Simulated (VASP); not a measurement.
# MgC2 (P4_2/mnm) in VASP: a series of runs

MgC2 is run at these levels: PBE; tasks: single point.

All numbers are computed with VASP 6.6.1; they aren't measurements. Logs are shortened: lines on timing, memory, paths and dates and some standing lists are left out, and cuts for length are marked.

## (1) The cell of the first run

It takes space group P4_2/mnm (No. 136, tetragonal). The conventional cell has a = 3.951 Å, b = 3.951 Å, c = 4.987 Å, α = 90.00°, β = 90.00°, γ = 90.00°. Mg (site symmetry mmm) has 10 C at 2.17 to 2.86 Å within 2.9 Å. Within 1.7 Å of C (site symmetry m2m) lie 1 C at 1.26 Å.

## (2) Single point, PBE

INCAR

```
ALGO = Normal ; EDIFF = 1E-6
ENCUT = 600 ; GGA = PE
GGA_COMPAT = False ; ISIF = 2
ISMEAR = -1 ; LASPH = True
LCHARG = False ; LREAL = False
LWAVE = False ; NBANDS = 19
NELM = 120 ; PREC = Accurate
SIGMA = 0.05
```

KPOINTS

```
k-points
0
Gamma
  2 2 2
```

POSCAR

```
MgC2
1.0
    3.9507770000      0.0000000000      0.0000000000
    0.0000000000      3.9507770000      0.0000000000
    0.0000000000      0.0000000000      4.9870890000
Mg C
2 4
Direct
    0.5000000000      0.5000000000      0.0000000000
    0.0000000000      0.0000000000      0.5000000000
    0.8876550000      0.8876550000      0.0000000000
    0.1123450000      0.1123450000      0.0000000000
    0.3876550000      0.6123450000      0.5000000000
    0.6123450000      0.3876550000      0.5000000000
```

Potentials or basis: VASP PAW PBE potentials, release 64 (Mg, C).

The run is started by

```
$ cat potpaw_PBE.64/Mg/POTCAR potpaw_PBE.64/C/POTCAR > POTCAR
$ mpirun -np 1 vasp_std > vasp.out
```

OUTCAR:

```text
EDIFF = 1E-6
   ENCUT = 600
   GGA = PE
   ISIF = 2
   ISMEAR = -1
   LASPH = True
   LREAL = False
   NELM = 120
   PREC = Accurate

 ion  position               nearest neighbor table
   1  0.500  0.500  0.000-   3 2.17   4 2.17   5 2.57   6 2.57   5 2.57   6 2.57   4 2.86   4 2.86
                             3 2.86   3 2.86
   2  0.000  0.000  0.500-   5 2.17   6 2.17   3 2.57   4 2.57   3 2.57   4 2.57   6 2.86   5 2.86
                             6 2.86   5 2.86
   3  0.888  0.888  0.000-   4 1.26   1 2.17   2 2.57   2 2.57   1 2.86   1 2.86
   4  0.112  0.112  0.000-   3 1.26   1 2.17   2 2.57   2 2.57   1 2.86   1 2.86
   5  0.388  0.612  0.500-   6 1.26   2 2.17   1 2.57   1 2.57   2 2.86   2 2.86
   6  0.612  0.388  0.500-   5 1.26   2 2.17   1 2.57   1 2.57   2 2.86   2 2.86

  LATTYP: Found a simple tetragonal cell.
 ALAT       =     3.9507770000
 C/A-ratio  =     1.2623058705

  Lattice vectors:

 A1 = (   3.9507770000,   0.0000000000,   0.0000000000)
 A2 = (   0.0000000000,   3.9507770000,   0.0000000000)
 A3 = (   0.0000000000,   0.0000000000,   4.9870890000)

Analysis of symmetry for initial positions (statically):
=====================================================================
 Subroutine PRICEL returns:
 Original cell was already a primitive cell.

 Routine SETGRP: Setting up the symmetry group for a
 simple tetragonal supercell.

 Subroutine GETGRP returns: Found 16 space group operations
 (whereof  8 operations were pure point group operations)
 out of a pool of 16 trial point group operations.

The static configuration has the point symmetry D_2h.
 The point group associated with its full space group is D_4h.

Analysis of symmetry for dynamics (positions and initial velocities):
=====================================================================
 Subroutine PRICEL returns:
 Original cell was already a primitive cell.

 Routine SETGRP: Setting up the symmetry group for a
 simple tetragonal supercell.

 Subroutine GETGRP returns: Found 16 space group operations
 (whereof  8 operations were pure point group operations)
 out of a pool of 16 trial point group operations.

The dynamic configuration has the point symmetry D_2h.
 The point group associated with its full space group is D_4h.

 Subroutine INISYM returns: Found 16 space group operations
 (whereof  8 operations are pure point group operations),
 and found     1 'primitive' translations

----------------------------------------------------------------------------------------

                                     Primitive cell
[... 85 lines left out ...]
   NFREE  =      0    steps in history (QN), initial steepest desc. (CG)
   ISIF   =      2    stress and relaxation
   ISYM   =      2    0-nonsym 1-usesym 2-fastsym
   POTIM  = 0.5000    time-step for ionic-motion
   TEBEG  =    0.0;   TEEND  =   0.0 temperature during run
   PSTRESS=    0.0 pullay stress
   NELECT =      20.0000    total number of electrons
   NUPDOWN=      -1.0000    fix difference up-down
   EMIN   =  10.00;   EMAX   =-10.00  energy-range for DOS
   EFERMI =   0.00;   METHOD = LEGACY
   ISMEAR =    -1;   SIGMA  =   0.05  broadening in eV -4-tet -1-fermi 0-gaus
   EFERMI_NEDOS =   21; number of points for ismear=-14 and -15
   IALGO  =     38    algorithm
   IMIX   =      4    mixing-type and parameters
     AMIX     =   0.40;   BMIX     =  1.00
     AMIX_MAG =   1.60;   BMIX_MAG =  1.00
  volume/ion in A,a.u.               =      12.97        87.55
  Fermi-wavevector in a.u.,A,eV,Ry     =   1.040752  1.966737 14.737364  1.083166
  Thomas-Fermi vector in A             =   2.175342
   LORBIT       =      0    0 simple, 1 ext, 2 COOP (PROOUT), +10 PAW based schemes
   GGA     = PE    functional components
   LHFCALC =     F    Hartree Fock is set to
   AEXX    =    0.0000 exact exchange contribution
   IVDW    =     0    specifies the selected vdW correction
   LEPSILON=     F    determine dielectric tensor
   LRPA    =     F    only Hartree local field effects (RPA)
 non-spin polarized calculation
  energy-cutoff  :      600.00
  volume of cell :       77.84
 maximum number of plane-waves:      2636
 NGX is ok and might be reduce to    32
   NGX = 15   NGY = 15   NGZ = 19

 number of electron      20.0000001 magnetization

 Free energy of the ion-electron system (eV)
  ---------------------------------------------------
  ext. energy  EPLUGINS =         0.00000000
  ---------------------------------------------------
  free energy    TOTEN  =       -37.28419659 eV

  energy without entropy =      -37.28419659  energy(sigma->0) =      -37.28419659

 E-fermi :   2.2801     XC(G=0):  -9.5007

 val. band max:        1.1151086549   @ k =   0.5000   0.5000   0.5000
 cond. band min:       3.6988916134   @ k =   0.0000   0.0000   0.0000
 fundamental gap:      2.5837829585
 Fermi energy:         2.2800798108

 k-point     1 :       0.0000    0.0000    0.0000
  band No.  band energies     occupation
      1     -11.7401      2.00000
      2     -10.8613      2.00000
      3      -2.3167      2.00000
      4      -1.9434      2.00000
      5      -1.9434      2.00000
      6      -1.8626      2.00000
[... 109 lines left out ...]
      6      -1.5265      2.00000
[... 11 lines left out ...]
     18      11.4803      0.00000
     19      11.6412      0.00000

------------------------ aborting loop because EDIFF is reached ----------------------------------------

  FORCE on cell =-STRESS in cart. coord.  units (eV):
  Direction    XX          YY          ZZ          XY          YZ          ZX
  --------------------------------------------------------------------------------------
  -------------------------------------------------------------------------------------
  Total        0.0764182      0.0764182      0.1367910     -0.0000000      0.0000000      0.0000000
  in kB        1.5728789      1.5728789      2.8155018     -0.0000000      0.0000000      0.0000000
  external PRESSURE =       1.9870865 kB  Pullay stress =       0.0000000 kB

 VOLUME and BASIS-vectors are now :
 -----------------------------------------------------------------------------
  energy-cutoff  :      600.00
  volume of cell :       77.84
      direct lattice vectors                 reciprocal lattice vectors
     3.950777000  0.000000000  0.000000000     0.253114767  0.000000000  0.000000000
     0.000000000  3.950777000  0.000000000     0.000000000  0.253114767  0.000000000
     0.000000000  0.000000000  4.987089000     0.000000000  0.000000000  0.200517777

 POSITION                                       TOTAL-FORCE (eV/Angst)
 -----------------------------------------------------------------------------------
      1.97539      1.97539      0.00000        -0.000000      0.000000      0.000000
      0.00000      0.00000      2.49354        -0.000000      0.000000      0.000000
      3.50693      3.50693      0.00000         0.247726      0.247726     -0.000000
      0.44385      0.44385      0.00000        -0.247726     -0.247726      0.000000
      1.53154      2.41924      2.49354         0.247726     -0.247726      0.000000
      2.41924      1.53154      2.49354        -0.247726      0.247726     -0.000000
 -----------------------------------------------------------------------------------
    total drift:                               -0.000000      0.000000      0.000000

  FREE ENERGIE OF THE ION-ELECTRON SYSTEM (eV)
  ---------------------------------------------------
  free  energy   TOTEN  =       -37.2841965856 eV

  energy  without entropy=      -37.2841965856  energy(sigma->0) =      -37.28419659
```

OSZICAR:

```text
N       E                     dE             d eps       ncg     rms          rms(c)
DAV:   1     0.440878887856E+02    0.44088E+02   -0.90717E+03   228   0.997E+02
DAV:   2    -0.376806474553E+02   -0.81769E+02   -0.77926E+02   281   0.167E+02
DAV:   3    -0.429741551322E+02   -0.52935E+01   -0.52536E+01   290   0.398E+01
DAV:   4    -0.430289950741E+02   -0.54840E-01   -0.54781E-01   263   0.477E+00
DAV:   5    -0.430297528991E+02   -0.75782E-03   -0.75774E-03   309   0.548E-01    0.117E+01
DAV:   6    -0.378304562264E+02    0.51993E+01   -0.83598E+00   243   0.151E+01    0.529E+00
DAV:   7    -0.372886005102E+02    0.54186E+00   -0.27434E+00   264   0.901E+00    0.242E+00
DAV:   8    -0.372926191224E+02   -0.40186E-02   -0.16167E-01   253   0.212E+00    0.492E-01
DAV:   9    -0.372837710227E+02    0.88481E-02   -0.27404E-02   249   0.881E-01    0.207E-01
DAV:  10    -0.372841700711E+02   -0.39905E-03   -0.17693E-03   282   0.245E-01    0.497E-02
DAV:  11    -0.372841979637E+02   -0.27893E-04   -0.73675E-05   254   0.575E-02    0.168E-02
DAV:  12    -0.372841964431E+02    0.15205E-05   -0.18799E-06   280   0.836E-03    0.500E-03
DAV:  13    -0.372841965856E+02   -0.14250E-06   -0.37549E-06   265   0.113E-02
   1 F= -.37284197E+02 E0= -.37284197E+02  d E =-.468100E-10
```

Run time: 9.2 s. Hardware: 1 thread of Intel Xeon 6975P-C (Granite Rapids), shared host; peak memory 0.18 GiB.

What came out:

- Free energy: -37.2842 eV
- Pressure: 0.2 GPa
- Largest force: 0.350 eV/Å
- Band gap on the k mesh: 2.58 eV (least direct gap 2.93 eV)

Forces in eV/Å, atoms in the order of the input:
```
Mg   0.000  0.000  0.000
Mg   0.000  0.000  0.000
C    0.248  0.248  0.000
C   -0.248 -0.248  0.000
C    0.248 -0.248  0.000
C   -0.248  0.248  0.000
```

Levels at points of the mesh, in eV from the valence-band top:
```tsv
k point	band 6	band 7	band 8	band 9	band 10	band 11	band 12	band 13	band 14	band 15
(0.00, 0.00, 0.00)	-2.98	-1.36	-0.42	-0.35	-0.35	2.58	5.24	5.58	5.58	6.94
(0.50, 0.00, 0.00)	-2.04	-1.67	-1.67	-0.30	-0.30	5.35	5.35	5.46	5.46	7.54
(0.50, 0.50, 0.00)	-1.77	-1.65	-1.65	-1.00	-1.00	3.92	3.92	6.56	6.56	8.09
(0.00, 0.00, 0.50)	-2.90	-0.70	-0.70	-0.32	-0.32	3.65	3.65	5.73	5.73	9.04
(0.50, 0.00, 0.50)	-1.55	-1.31	-1.31	-0.66	-0.66	4.03	4.03	6.44	6.44	9.21
(0.50, 0.50, 0.50)	-2.64	-2.60	-2.60	0.00	0.00	5.22	5.22	7.69	7.69	8.12
```

Caveat: the k points lie up to 0.80 Å⁻¹ apart.

## (3) Single point, PBE

INCAR

```
SYSTEM = MgC2
  ALGO = Normal
  EDIFF = 1E-6
  ENCUT = 600
  GGA = PE
  GGA_COMPAT = .FALSE.
  ISIF = 2
  ISMEAR = -1
  LASPH = .TRUE.
  LCHARG = .FALSE.
  LREAL = .FALSE.
  LWAVE = .FALSE.
  NBANDS = 19
  NELM = 120
  PREC = Accurate
  SIGMA = 0.05
```

KPOINTS

```
k-points
0
G
  3 3 2
  0 0 0
```

POSCAR is that of step 2.

Potentials or basis: VASP PAW PBE potentials, release 64 (Mg, C).

The run is started by

```
$ cat potpaw_PBE.64/Mg/POTCAR potpaw_PBE.64/C/POTCAR > POTCAR
$ mpirun -np 1 vasp_std > vasp.out
```

Run time: 8.4 s. Hardware: 1 thread of Intel Xeon 6975P-C (Granite Rapids), shared host; peak memory 0.18 GiB.

It converged, with:

```
Free energy            : -37.3741 eV
Pressure               : -0.4 GPa
Largest force          : 0.029 eV/Å
Band gap on the k mesh : 2.63 eV (least direct gap 2.96 eV)
```

Forces on the atoms (eV/Å):
```
Mg   0.000  0.000  0.000
Mg   0.000  0.000  0.000
C    0.020  0.020  0.000
C   -0.020 -0.020  0.000
C    0.020 -0.020  0.000
C   -0.020  0.020  0.000
```

Stress tensor (GPa, compression positive):
```
-0.47  0.00  0.00
 0.00 -0.47  0.00
 0.00  0.00 -0.17
```

Levels at points of the mesh, in eV from the valence-band top:
```tsv
k point	band 6	band 7	band 8	band 9	band 10	band 11	band 12	band 13	band 14	band 15
(0.00, 0.00, 0.00)	-2.93	-1.30	-0.39	-0.32	-0.32	2.63	5.28	5.63	5.63	6.99
(0.00, 0.00, 0.50)	-2.84	-0.68	-0.68	-0.28	-0.28	3.69	3.69	5.78	5.78	9.10
```

Caveat: the k points lie up to 0.63 Å⁻¹ apart; an odd mesh through Γ misses points on the zone boundary, where band edges can lie.

## (4) Single point, PBE

INCAR

```
  PREC = Accurate
  ENCUT = 600
  EDIFF = 1E-6
  ISMEAR = -1
  SIGMA = 0.05
  LREAL = F
  LASPH = T
  NELM = 120
  ALGO = Normal
  ISIF = 2
  LWAVE = F
  LCHARG = F
  GGA = PE
  NBANDS = 19
  GGA_COMPAT = F
```

KPOINTS

```
Automatic mesh
0
Gamma
  4 4 3
```

POSCAR is that of step 3.

The run is started by

```
$ cat potpaw_PBE.64/Mg/POTCAR potpaw_PBE.64/C/POTCAR > POTCAR
$ mpirun -np 1 vasp_std > vasp.out
```

Wall time 12 s (1 thread of Intel Xeon 6975P-C (Granite Rapids), shared host); peak memory 0.19 GiB.

Results (log left out):

```
Free energy            : -37.3848 eV
Pressure               : -0.5 GPa
Largest force          : 0.008 eV/Å
Band gap on the k mesh : 2.66 eV (least direct gap 2.96 eV)
```

Forces on the atoms (eV/Å):
```
Mg   0.000  0.000  0.000
Mg   0.000  0.000  0.000
C   -0.006 -0.006  0.000
C    0.006  0.006  0.000
C   -0.006  0.006  0.000
C    0.006 -0.006  0.000
```

Stress tensor (GPa, compression positive):
```
-0.57  0.00  0.00
 0.00 -0.57  0.00
 0.00  0.00 -0.35
```

Levels at points of the mesh, in eV from the valence-band top:
```csv
k point,band 8,band 9,band 10,band 11,band 12,band 13
"(0.00, 0.00, 0.00)",-0.36,-0.29,-0.29,2.66,5.31,5.66
"(0.50, 0.00, 0.00)",-1.59,-0.23,-0.23,5.43,5.43,5.54
"(0.50, 0.50, 0.00)",-1.59,-0.90,-0.90,4.00,4.00,6.64
```

Caveat: an odd mesh through Γ misses points on the zone boundary, where band edges can lie.

## (5) The runs side by side

```csv
k mesh,gap on the mesh (eV),pressure (GPa),largest force (eV/Å)
2 × 2 × 2,2.58,0.2,0.35
3 × 3 × 2,2.63,-0.4,0.03
4 × 4 × 3,2.66,-0.5,0.01
```

Alike in all rows: task single point; level PBE; potentials or basis VASP PAW PBE potentials, release 64 (Mg, C); no spin polarisation; cell as given; cutoff (eV) 600; smearing fermi-dirac 0.05 eV.

Caveats: some runs use coarse meshes; an odd mesh through Γ misses points on the zone boundary, where band edges can lie (at least some runs).

Total energies depend on the potentials used, so only differences within one code and one set of settings carry meaning.
